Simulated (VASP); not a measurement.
# Pd in VASP: further runs, part 2 of 2

VASP 6.6.1.

## (3) Single point, revPBE, collinear spin (18.38 Å³/atom)

This run uses another cell than the first one, of 18.38 Å³/atom.

INCAR reads:

```
SYSTEM = Pd
PREC = Accurate
ENCUT = 520
EDIFF = 1E-7
ISMEAR = -1
SIGMA = 0.05
LREAL = .FALSE.
LASPH = .TRUE.
NELM = 150
ALGO = Normal
ISIF = 2
LWAVE = .FALSE.
LCHARG = .FALSE.
ISPIN = 2
MAGMOM = 0.5 0.5
LORBIT = 11
LMAXMIX = 4
GGA = RE
NBANDS = 21
KPAR = 4
```

KPOINTS reads:

```
regular mesh
0
G
  14 14 13
  0 0 0
```

POSCAR reads:

```
Pd
1.0
   -3.0460186830      3.4677335106      1.3747551677
    3.4677335106     -3.0460186830      1.3747551677
    1.9600068193      1.9600068193     -0.6023836886
Pd
2
Direct
    0.0079678054      0.9920321946      1.0000000000
    0.7420321946      0.2579678054      0.5000000000
```

Potentials or basis: VASP PAW PBE potentials, release 64 (Pd).

Launch:

```console
$ cat potpaw_PBE.64/Pd/POTCAR > POTCAR
$ mpirun -np 4 vasp_std > vasp.out
```

It took 12 min on 4 MPI ranks of Oxide Virtual Turin-like, shared host; peak memory 0.74 GiB.

It converged, with:

| Quantity | Value |
| --- | --- |
| Free energy | -9.0648 eV |
| Pressure | -11.5 GPa |
| Largest force | 0.084 eV/Å |
| Band gap on the k mesh | zero (filled and empty bands overlap) |
| Net moment | 0.00 μB per cell |
| Valence electrons inside the program's atomic spheres | Pd 9.16 |

Forces in eV/Å, atoms in the order of the input:
```
Pd  -0.059  0.059  0.000
Pd   0.059 -0.059  0.000
```

Stress tensor (GPa, compression positive):
```
-11.81   0.03   0.12
  0.03 -11.81   0.12
  0.12   0.12 -11.02
```

Levels at points of the mesh, in eV from the Fermi level:
Spin up:
```
           k point  band 8  band 9  band 10  band 11  band 12  band 13
(0.00, 0.00, 0.00)   -0.70   -0.37    -0.19     0.23     2.10     6.67
(0.50, 0.00, 0.00)   -0.86   -0.82    -0.10     1.75     3.52     4.30
(0.50, 0.50, 0.00)   -1.03   -1.00    -0.51    -0.04     0.06    13.31
```
Spin down:
```
           k point  band 8  band 9  band 10  band 11  band 12  band 13
(0.00, 0.00, 0.00)   -0.70   -0.37    -0.19     0.23     2.10     6.67
(0.50, 0.00, 0.00)   -0.86   -0.82    -0.10     1.75     3.52     4.30
(0.50, 0.50, 0.00)   -1.03   -1.00    -0.51    -0.04     0.06    13.31
```

Caveat: the cell stands under tension; the PAW data sets were made with another functional, which shifts forces and pressure a little.

## (4) Single point, revPBE, collinear spin (18.38 Å³/atom)

This run uses another cell than the first one, of 18.38 Å³/atom.

INCAR reads:

```
PREC = Accurate
ENCUT = 520
EDIFF = 1E-6
ISMEAR = -1
SIGMA = 0.05
LREAL = F
LASPH = T
NELM = 150
ALGO = Normal
ISIF = 2
LWAVE = F
LCHARG = F
ISPIN = 2
MAGMOM = 0.5 -0.5
LORBIT = 11
LMAXMIX = 4
GGA = RE
NBANDS = 21
KPAR = 4
```

KPOINTS reads:

```
Automatic mesh
0
Gamma
  14 14 13
```

POSCAR reads:

```
Pd
1.0
   -3.0458723197      3.4680141078      1.3746276973
    3.4680141078     -3.0458723197      1.3746276973
    1.9601016784      1.9601016784     -0.6014742391
Pd
2
Direct
    0.0079796092      0.9920203908      1.0000000000
    0.7420203908      0.2579796092      0.5000000000
```

Potentials or basis: VASP PAW PBE potentials, release 64 (Pd).

Launch:

```console
$ cat potpaw_PBE.64/Pd/POTCAR > POTCAR
$ mpirun -np 4 vasp_std > vasp.out
```

OUTCAR:

```text
PREC = Accurate
   ENCUT = 520
   EDIFF = 1E-6
   ISMEAR = -1
   LREAL = F
   LASPH = T
   NELM = 150
   ISIF = 2
   ISPIN = 2
   LORBIT = 11
   GGA = RE

 ion  position               nearest neighbor table
   1  0.008  0.992  0.000-   2 2.83   2 2.83   2 2.94   2 2.94   2 2.94   2 2.94
   2  0.742  0.258  0.500-   1 2.83   1 2.83   1 2.94   1 2.94   1 2.94   1 2.94

  LATTYP: Found a base centered monoclinic cell.
 ALAT       =     2.8133276743
 B/A-ratio  =     3.2744235993
 C/A-ratio  =     1.0082388927
 COS(beta)  =    -0.0001598189

  Lattice vectors:

 A1 = (   3.0458723197,  -3.4680141078,  -1.3746276973)
 A2 = (  -3.4680141078,   3.0458723197,  -1.3746276973)
 A3 = (   1.9601016784,   1.9601016784,  -0.6014742391)

Analysis of symmetry for initial positions (statically):
=====================================================================
 Subroutine PRICEL returns:
 Original cell was already a primitive cell.

 Routine SETGRP: Setting up the symmetry group for a
[... 770 lines left out ...]

 [... further k-points ...]

 spin component 2

 k-point     1 :       0.0000    0.0000    0.0000
  band No.  band energies     occupation
      1       1.0571      1.00000
      2       2.6765      1.00000
      3       3.2073      1.00000
      4       3.6363      1.00000
      5       4.6535      1.00000
      6       4.9276      1.00000
[... 565 lines left out ...]
     20      27.9131      0.00000
     21      29.2212      0.00000

 [... further k-points ...]
[... 5 lines left out ...]
  --------------------------------------------------------------------------------------
  -------------------------------------------------------------------------------------
  Total       -2.7105169     -2.7105169     -2.5272956      0.0068795      0.0283420      0.0283420
  in kB     -118.1499234   -118.1499234   -110.1634061      0.2998756      1.2354132      1.2354137
  external PRESSURE =    -115.4877510 kB  Pullay stress =       0.0000000 kB

 VOLUME and BASIS-vectors are now :
 -----------------------------------------------------------------------------
  energy-cutoff  :      520.00
  volume of cell :       36.76
      direct lattice vectors                 reciprocal lattice vectors
    -3.045872320  3.468014108  1.374627697    -0.023462681  0.130055501  0.347367770
     3.468014108 -3.045872320  1.374627697     0.130055501 -0.023462681  0.347367770
     1.960101678  1.960101678 -0.601474239     0.243610504  0.243610504 -0.074811656

 POSITION                                       TOTAL-FORCE (eV/Angst)
 -----------------------------------------------------------------------------------
      3.41604     -2.99389      1.37463        -0.058981      0.058981     -0.000000
     -0.38537      2.76762      1.07389         0.058981     -0.058981      0.000000
 -----------------------------------------------------------------------------------
    total drift:                               -0.000000      0.000000      0.000000

  FREE ENERGIE OF THE ION-ELECTRON SYSTEM (eV)
  ---------------------------------------------------
  free  energy   TOTEN  =        -9.0649515569 eV

  energy  without entropy=       -9.0325569877  energy(sigma->0) =       -9.04875427

 total charge

# of ion       s       p       d       tot
------------------------------------------
    1        0.414   0.302   8.442   9.158
    2        0.414   0.302   8.442   9.158
--------------------------------------------------
tot          0.827   0.604  16.885  18.316

 magnetization (x)

# of ion       s       p       d       tot
------------------------------------------
    1        0.000   0.000   0.000   0.000
    2       -0.000  -0.000  -0.000  -0.000
--------------------------------------------------
tot          0.000   0.000   0.000   0.000
```

Wall time 11 min (4 MPI ranks of Oxide Virtual Turin-like, shared host); peak memory 0.73 GiB.

Results:

```yaml
Free_energy: -9.0650 eV
Pressure: -11.5 GPa
Largest_force: 0.083 eV/Å
Band_gap_on_the_k_mesh: zero (filled and empty bands overlap)
Net_moment: 0.00 μB per cell
Valence_electrons_inside_the_program's_atomic_spheres: Pd 9.16
```

Forces in eV/Å, atoms in the order of the input:
```
Pd  -0.059  0.059  0.000
Pd   0.059 -0.059  0.000
```

Stress tensor (GPa, compression positive):
```
-11.81   0.03   0.12
  0.03 -11.81   0.12
  0.12   0.12 -11.02
```

Levels at points of the mesh, in eV from the Fermi level:
Spin up:
| k point | band 7 | band 8 | band 9 | band 10 | band 11 | band 12 | band 13 | band 14 |
| --- | --- | --- | --- | --- | --- | --- | --- | --- |
| (0.00, 0.00, 0.00) | -1.11 | -0.70 | -0.37 | -0.19 | 0.23 | 2.10 | 6.67 | 13.55 |
| (0.50, 0.00, 0.00) | -1.21 | -0.86 | -0.82 | -0.10 | 1.75 | 3.52 | 4.30 | 8.49 |
| (0.50, 0.50, 0.00) | -1.32 | -1.03 | -1.00 | -0.51 | -0.04 | 0.06 | 13.30 | 13.84 |
Spin down:
```csv
k point,band 7,band 8,band 9,band 10,band 11,band 12,band 13,band 14
"(0.00, 0.00, 0.00)",-1.11,-0.70,-0.37,-0.19,0.23,2.10,6.67,13.55
"(0.50, 0.00, 0.00)",-1.21,-0.86,-0.82,-0.10,1.75,3.52,4.30,8.49
"(0.50, 0.50, 0.00)",-1.32,-1.03,-1.00,-0.51,-0.04,0.06,13.30,13.84
```

Caveat: the cell stands under tension; the PAW data sets were made with another functional, which shifts forces and pressure a little.
